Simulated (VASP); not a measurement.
# Yb (P6_3/mmc) in VASP: further runs

The runs below take Yb through single point, with PBE.

Everything below comes from runs of VASP 6.6.1. Logs are shortened: lines on timing, memory, paths and dates and some standing lists are left out, and cuts for length are marked.

**1. The cell of the first run**

The structure is hexagonal, space group P6_3/mmc (No. 194). Conventional cell: a = 3.827 Å, b = 3.827 Å, c = 6.300 Å, α = 90.00°, β = 90.00°, γ = 120.00°. Within 5.0 Å of Yb (site symmetry -6m2) lie 12 Yb at 3.83 to 3.85 Å.

**2. Single point, PBE, collinear spin, ferromagnetic start (volume scaled by 0.96)**

Contents of INCAR:

```
  PREC = Accurate
  ENCUT = 520
  EDIFF = 1E-6
  ISMEAR = -1
  SIGMA = 0.05
  LREAL = F
  LASPH = T
  NELM = 150
  ALGO = Normal
  ISIF = 2
  LWAVE = F
  LCHARG = T
  ISPIN = 2
  MAGMOM = 1 1
  LORBIT = 11
  LMAXMIX = 6
  GGA = PE
  LELF = T
  LVHAR = T
  NBANDS = 35
```

Contents of KPOINTS:

```
regular mesh
0
Gamma
  8 8 4
```

Contents of POSCAR:

```
Yb
1.0
    3.8274624909      0.0000000000      0.0000000000
   -1.9137312454      3.3146797491      0.0000000000
    0.0000000000      0.0000000000      6.2995934742
Yb
2
Direct
    0.6666666667      0.3333333333      0.7500000000
    0.3333333333      0.6666666667      0.2500000000
```

Potentials or basis: VASP PAW PBE potentials, release 64 (Yb).

Run with:

```sh
> cat potpaw_PBE.64/Yb/POTCAR > POTCAR
> mpirun -np 1 vasp_std > vasp.out
```

OUTCAR:

```text
PREC = Accurate
   ENCUT = 520
   EDIFF = 1E-6
   ISMEAR = -1
   LREAL = F
   LASPH = T
   NELM = 150
   ISIF = 2
   ISPIN = 2
   LORBIT = 11
   GGA = PE

 ion  position               nearest neighbor table
   1  0.667  0.333  0.750-
   2  0.333  0.667  0.250-

  LATTYP: Found a hexagonal cell.
 ALAT       =     3.8274624909
 C/A-ratio  =     1.6458929354

  Lattice vectors:

 A1 = (   3.8274624909,   0.0000000000,   0.0000000000)
 A2 = (  -1.9137312454,   3.3146797491,   0.0000000000)
 A3 = (   0.0000000000,   0.0000000000,   6.2995934742)

Analysis of symmetry for initial positions (statically):
=====================================================================
 Subroutine PRICEL returns:
 Original cell was already a primitive cell.

 Routine SETGRP: Setting up the symmetry group for a
 hexagonal supercell.

 Subroutine GETGRP returns: Found 24 space group operations
 (whereof 12 operations were pure point group operations)
 out of a pool of 24 trial point group operations.

The static configuration has the point symmetry D_3d.
 The point group associated with its full space group is D_6h.

Analysis of symmetry for dynamics (positions and initial velocities):
=====================================================================
 Subroutine PRICEL returns:
 Original cell was already a primitive cell.

 Routine SETGRP: Setting up the symmetry group for a
 hexagonal supercell.

 Subroutine GETGRP returns: Found 24 space group operations
 (whereof 12 operations were pure point group operations)
 out of a pool of 24 trial point group operations.

The dynamic configuration has the point symmetry D_3d.
 The point group associated with its full space group is D_6h.

Analysis of structural, dynamic, and magnetic symmetry:
=====================================================================
 Subroutine PRICEL returns:
 Original cell was already a primitive cell.

 Routine SETGRP: Setting up the symmetry group for a
 hexagonal supercell.

 Subroutine GETGRP returns: Found 24 space group operations
 (whereof 12 operations were pure point group operations)
 out of a pool of 24 trial point group operations.

The overall configuration has the point symmetry D_3d.
 The point group associated with its full space group is D_6h.

 Subroutine INISYM returns: Found 24 space group operations
 (whereof 12 operations are pure point group operations),
 and found     1 'primitive' translations

[... 110 lines left out ...]
   EFERMI_NEDOS =   21; number of points for ismear=-14 and -15
   IALGO  =     38    algorithm
   IMIX   =      4    mixing-type and parameters
     AMIX     =   0.40;   BMIX     =  1.00
     AMIX_MAG =   1.60;   BMIX_MAG =  1.00
  volume/ion in A,a.u.               =      39.96       269.67
  Fermi-wavevector in a.u.,A,eV,Ry     =   1.381233  2.610152 25.957251  1.907804
  Thomas-Fermi vector in A             =   2.506036
   LORBIT       =     11    0 simple, 1 ext, 2 COOP (PROOUT), +10 PAW based schemes
   GGA     = PE    functional components
   LHFCALC =     F    Hartree Fock is set to
   AEXX    =    0.0000 exact exchange contribution
   IVDW    =     0    specifies the selected vdW correction
   LEPSILON=     F    determine dielectric tensor
   LRPA    =     F    only Hartree local field effects (RPA)
 spin polarized calculation
  energy-cutoff  :      520.00
  volume of cell :       79.92
 maximum number of plane-waves:      2176
   NGX = 15   NGY = 15   NGZ = 23

 number of electron      47.9999988 magnetization       0.0016381

 number of electron      47.9999988 magnetization      -0.0002380

 Free energy of the ion-electron system (eV)
  ---------------------------------------------------
  ext. energy  EPLUGINS =         0.00000000
  ---------------------------------------------------
  free energy    TOTEN  =        -7.07600381 eV

  energy without entropy =       -7.04096642  energy(sigma->0) =       -7.05848511

 E-fermi :   1.2553     XC(G=0):  -8.9900

 val. band max:        1.2316961408   @ k =   0.3750   0.0000   0.0000
 cond. band min:       1.2555438613   @ k =   0.2500   0.0000   0.0000
 fundamental gap:      0.0238477204
 Fermi energy:         1.2553411186

 spin component 1

 k-point     1 :       0.0000    0.0000    0.0000
  band No.  band energies     occupation
      1     -50.5549      1.00000
      2     -50.5454      1.00000
      3     -23.0297      1.00000
      4     -22.8312      1.00000
      5     -22.8312      1.00000
      6     -22.7998      1.00000
[... 901 lines left out ...]
     34       6.9219      0.00000
     35       8.5386      0.00000

 [... further k-points ...]

 spin component 2

 k-point     1 :       0.0000    0.0000    0.0000
  band No.  band energies     occupation
      1     -50.5557      1.00000
      2     -50.5462      1.00000
      3     -23.0298      1.00000
      4     -22.8316      1.00000
      5     -22.8316      1.00000
      6     -22.8002      1.00000
[... 901 lines left out ...]
     34       6.9224      0.00000
     35       8.5393      0.00000

 [... further k-points ...]
[... 5 lines left out ...]
  --------------------------------------------------------------------------------------
  -------------------------------------------------------------------------------------
  Total       -1.5829878     -1.5829878     -1.5439301     -0.0000000      0.0000000      0.0000000
  in kB      -31.7338750    -31.7338750    -30.9508918     -0.0000000      0.0000000      0.0000000
  external PRESSURE =     -31.4728806 kB  Pullay stress =       0.0000000 kB

 VOLUME and BASIS-vectors are now :
 -----------------------------------------------------------------------------
  energy-cutoff  :      520.00
  volume of cell :       79.92
      direct lattice vectors                 reciprocal lattice vectors
     3.827462491  0.000000000  0.000000000     0.261269706  0.150844135  0.000000000
    -1.913731245  3.314679749  0.000000000     0.000000000  0.301688270  0.000000000
     0.000000000  0.000000000  6.299593474     0.000000000  0.000000000  0.158740402

 POSITION                                       TOTAL-FORCE (eV/Angst)
 -----------------------------------------------------------------------------------
      1.91373      1.10489      4.72470         0.000000     -0.000000      0.000000
     -0.00000      2.20979      1.57490        -0.000000      0.000000      0.000000
 -----------------------------------------------------------------------------------
    total drift:                                0.000000     -0.000000      0.000000

  FREE ENERGIE OF THE ION-ELECTRON SYSTEM (eV)
  ---------------------------------------------------
  free  energy   TOTEN  =        -7.0760038079 eV

  energy  without entropy=       -7.0409664161  energy(sigma->0) =       -7.05848511

 total charge

# of ion       s       p       d       f       tot
--------------------------------------------------
    1        2.215   5.981   0.222  13.639  22.057
    2        2.215   5.981   0.222  13.639  22.057
--------------------------------------------------
tot          4.431  11.962   0.443  27.279  44.114

 magnetization (x)

# of ion       s       p       d       f       tot
--------------------------------------------------
    1       -0.000   0.000   0.000  -0.001  -0.000
    2       -0.000   0.000   0.000  -0.001  -0.000
--------------------------------------------------
tot         -0.000   0.001   0.001  -0.002  -0.001
```

stdout:

```text
POSCAR found type information on POSCAR Yb
 POSCAR found :  1 types and       2 ions
 scaLAPACK will be used
 LDA part: xc-table for (Slater+PW92), standard interpolation
 POSCAR, INCAR and KPOINTS ok, starting setup
 FFT: planning ... GRIDC
 FFT: planning ... GRID_SOFT
 FFT: planning ... GRID
 WAVECAR not read
 entering main loop
```

Wall time 6.4 min (1 thread of Intel Xeon 6975P-C (Granite Rapids), shared host); peak memory 0.31 GiB.

What came out:

```
Free energy                                           : -7.0760 eV
Pressure                                              : -3.1 GPa
Band gap on the k mesh                                : zero (filled and empty bands overlap)
Net moment                                            : 0.00 μB per cell
Valence electrons inside the program's atomic spheres : Yb 22.06
```

Caveat: the cell differs from its parent crystal (volume scaled by 0.96); spin-orbit coupling is left out, which moves the levels of the heavy elements. The state reached can hang on the start; a lower one may exist.

**3. Single point, PBE, collinear spin, ferromagnetic start (volume scaled by 0.98)**

Contents of INCAR:

```
SYSTEM = Yb
PREC = Accurate
ENCUT = 520
EDIFF = 1E-6
ISMEAR = -1
SIGMA = 0.05
LREAL = .FALSE.
LASPH = .TRUE.
NELM = 150
ALGO = Normal
ISIF = 2
LWAVE = .FALSE.
LCHARG = .FALSE.
ISPIN = 2
MAGMOM = 1 1
LORBIT = 11
LMAXMIX = 6
GGA = PE
NBANDS = 35
```

Contents of KPOINTS:

```
Automatic mesh
0
G
  8 8 4
  0 0 0
```

Contents of POSCAR:

```
Yb
1.0
    3.8538596181      0.0000000000      0.0000000000
   -1.9269298090      3.3375403318      0.0000000000
    0.0000000000      0.0000000000      6.3430403194
Yb
2
Direct
    0.6666666667      0.3333333333      0.7500000000
    0.3333333333      0.6666666667      0.2500000000
```

Potentials or basis: VASP PAW PBE potentials, release 64 (Yb).

Run with:

```sh
> cat potpaw_PBE.64/Yb/POTCAR > POTCAR
> mpirun -np 1 vasp_std > vasp.out
```

Run time: 8.1 min. Hardware: 1 thread of Intel Xeon 6975P-C (Granite Rapids), shared host; peak memory 0.32 GiB.

It converged, with:

- Free energy: -7.0563 eV
- Pressure: 61.4 GPa
- Band gap on the k mesh: zero (filled and empty bands overlap)
- Net moment: 0.01 μB per cell
- Site moments: Yb +0.03 μB
- Valence electrons inside the program's atomic spheres: Yb 22.02

Stress tensor (GPa, compression positive):
```
61.11  0.00  0.00
 0.00 61.11  0.00
 0.00  0.00 62.07
```

Levels at points of the mesh, in eV from the Fermi level:
Spin up:
```
           k point  band 21  band 22  band 23  band 24  band 25  band 26  band 27  band 28
(0.00, 0.00, 0.00)    -0.30    -0.30    -0.28    -0.28     0.14     2.65     2.70     2.71
(0.50, 0.00, 0.00)    -0.30    -0.30    -0.28    -0.28     0.03     0.22     1.57     2.19
(0.00, 0.00, 0.50)    -0.29    -0.29    -0.28    -0.28     1.46     1.46     2.70     2.70
(0.50, 0.00, 0.50)    -0.30    -0.30    -0.30    -0.30     0.33     0.33     1.54     1.54
```
Spin down:
```tsv
k point	band 20	band 21	band 22	band 23	band 24	band 25	band 26	band 27	band 28	band 29
(0.00, 0.00, 0.00)	-0.27	-0.24	-0.24	-0.23	-0.22	0.07	2.63	2.68	2.68	3.19
(0.50, 0.00, 0.00)	-0.25	-0.25	-0.23	-0.23	-0.22	-0.02	0.17	1.50	2.18	2.54
(0.00, 0.00, 0.50)	-0.23	-0.23	-0.23	-0.23	-0.23	1.42	1.42	2.67	2.67	2.67
(0.50, 0.00, 0.50)	-0.27	-0.24	-0.24	-0.24	-0.24	0.27	0.27	1.50	1.50	3.58
```

Caveat: the cell differs from its parent crystal (volume scaled by 0.98); spin-orbit coupling is left out, which moves the levels of the heavy elements. The state reached can hang on the start; a lower one may exist.

**4. Single point, PBE**

This run uses another cell than the first one, of 41.63 Å³/atom, 1.042 times its volume.

Contents of INCAR:

```
ALGO = Normal ; EDIFF = 1E-6
ENCUT = 520 ; GGA = PE
ISIF = 2 ; ISMEAR = -1
LASPH = True ; LCHARG = False
LREAL = False ; LWAVE = False
NBANDS = 31 ; NELM = 60
PREC = Accurate ; SIGMA = 0.05
```

Contents of KPOINTS:

```
k-points
0
Gamma
  8 8 4
```

Contents of POSCAR:

```
Yb
1.0
    3.8799000000      0.0000000000      0.0000000000
   -1.9399500000      3.3600919641      0.0000000000
    0.0000000000      0.0000000000      6.3859000000
Yb
2
Direct
    0.6666666667      0.3333333333      0.7500000000
    0.3333333333      0.6666666667      0.2500000000
```

Run with:

```sh
> cat potpaw_PBE.64/Yb/POTCAR > POTCAR
> mpirun -np 1 vasp_std > vasp.out
```

Run time: 1.7 min. Hardware: 1 thread of Intel Xeon 6975P-C (Granite Rapids), shared host; peak memory 0.24 GiB.

Results (log left out):

| Quantity | Value |
| --- | --- |
| Free energy | -7.0312 eV |
| Pressure | -1.9 GPa |
| Band gap on the k mesh | zero (band 24 reaches 1.32 eV, above the bottom of band 25 at 1.12 eV) |

Stress tensor (GPa, compression positive):
```
-1.87  0.00  0.00
 0.00 -1.87  0.00
 0.00  0.00 -2.06
```

Levels at points of the mesh, in eV from the Fermi level:
```csv
k point,band 22,band 23,band 24,band 25,band 26,band 27
"(0.00, 0.00, 0.00)",-0.30,-0.28,-0.28,0.09,2.64,2.70
"(0.50, 0.00, 0.00)",-0.29,-0.28,-0.28,0.04,0.22,1.53
"(0.00, 0.00, 0.50)",-0.29,-0.28,-0.28,1.46,1.46,2.69
"(0.50, 0.00, 0.50)",-0.30,-0.30,-0.30,0.30,0.30,1.53
```

Caveat: spin-orbit coupling is left out, which moves the levels of the heavy elements. Spin polarisation is off, so any magnetic state and its effect on volume and gap are missing.

**5. The runs side by side**

```tsv
spin	cell	gap on the mesh (eV)	pressure (GPa)	moment (μB)
collinear, ferromagnetic start	a = 3.827, b = 3.827, c = 6.300 Å, angles 90.0, 90.0, 120.0°, 2 atoms	none	-3.1	0.00
collinear, ferromagnetic start	a = 3.854, b = 3.854, c = 6.343 Å, angles 90.0, 90.0, 120.0°, 2 atoms	none	61.4	0.01
off	a = 3.880, b = 3.880, c = 6.386 Å, angles 90.0, 90.0, 120.0°, 2 atoms	none	-1.9	-
```

Alike in all rows: task single point; level PBE; potentials or basis VASP PAW PBE potentials, release 64 (Yb); k mesh 8 × 8 × 4; cutoff (eV) 520; smearing fermi-dirac 0.05 eV.

Caveats: spin-orbit coupling is left out, which moves the levels of the heavy elements.

Total energies depend on the potentials used, so only differences within one code and one set of settings carry meaning.
